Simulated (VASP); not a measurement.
## W16F (a cell with a defect): single point with PBE+D3(BJ)

W16F (a cell with a defect):

```
W F
1.0
     6.32000    0.00000    0.00000
     0.00000    6.32000    0.00000
     0.00000    0.00000    6.32000
W F
16 1
Direct
  0.00056 0.00019 0.00207
  0.49852 0.00019 0.00208
  0.00443 0.50020 0.00461
  0.02847 0.00019 0.47923
  0.24954 0.25507 0.24525
  0.49468 0.50020 0.00458
  0.47047 0.00018 0.47907
  0.74955 0.25122 0.24776
  0.00053 0.50018 0.49852
  0.24954 0.74531 0.24524
  0.24957 0.25119 0.75135
  0.49855 0.50018 0.49849
  0.74955 0.74918 0.24777
  0.74957 0.27922 0.77073
  0.24957 0.74921 0.75133
  0.74957 0.72124 0.77066
  0.74942 0.00025 0.62491
```

```
Program                : VASP 6.6.1
Task                   : single point
Functional             : PBE
Dispersion             : D3(BJ)
Potentials or basis    : VASP PAW PBE potentials, release 64 (W_sv, F)
Cutoff                 : 520 eV
k mesh                 : 3 × 3 × 3
Occupations            : fermi-dirac, width 0.05 eV
Spin                   : no spin polarisation
Dipole correction      : no
Further INCAR settings : LREAL = Auto; ALGO = Normal; EDIFF = 1e-07; NBANDS = 130
```

The pressure is 14.6 GPa, the largest force is 0.137 eV/Å and the band gap on the k mesh is zero (an odd number of electrons rules out a gap without spin polarisation). The dispersion energy per atom is -0.675 eV.

Forces in eV/Å, atoms in the order of the input:
```
W   -0.019  0.000  0.004
W    0.021  0.000  0.003
W    0.017  0.001 -0.013
W    0.124  0.000 -0.059
W   -0.004  0.016  0.011
W   -0.017  0.002 -0.011
W   -0.116  0.001 -0.053
W    0.001 -0.020 -0.003
W    0.012  0.001 -0.014
W   -0.003 -0.016  0.012
W   -0.002  0.011  0.014
W   -0.010  0.001 -0.014
W    0.000  0.020 -0.003
W   -0.001  0.117  0.053
W   -0.002 -0.011  0.013
W    0.000 -0.121  0.057
F    0.001  0.000  0.002
```

Stress tensor (GPa, compression positive):
```
13.97  0.00  0.01
 0.00 13.96  0.01
 0.01  0.01 16.01
```

Levels at points of the mesh, in eV from the Fermi level:
| k point | band 112 | band 113 | band 114 | band 115 | band 116 | band 117 | band 118 | band 119 |
| --- | --- | --- | --- | --- | --- | --- | --- | --- |
| (0.00, 0.00, 0.00) | -0.55 | -0.52 | -0.01 | 0.09 | 0.09 | 0.57 | 0.61 | 0.69 |

Wall time 15 min on 1 thread of AMD EPYC 7R43 64-Core Processor (Zen 3) (shared host), peak memory 0.46 GiB.

Caveat: spin-orbit coupling is left out, which moves the levels of the heavy elements; an odd number of electrons without spin polarisation forces a metal; a magnetic or distorted state may lie lower.
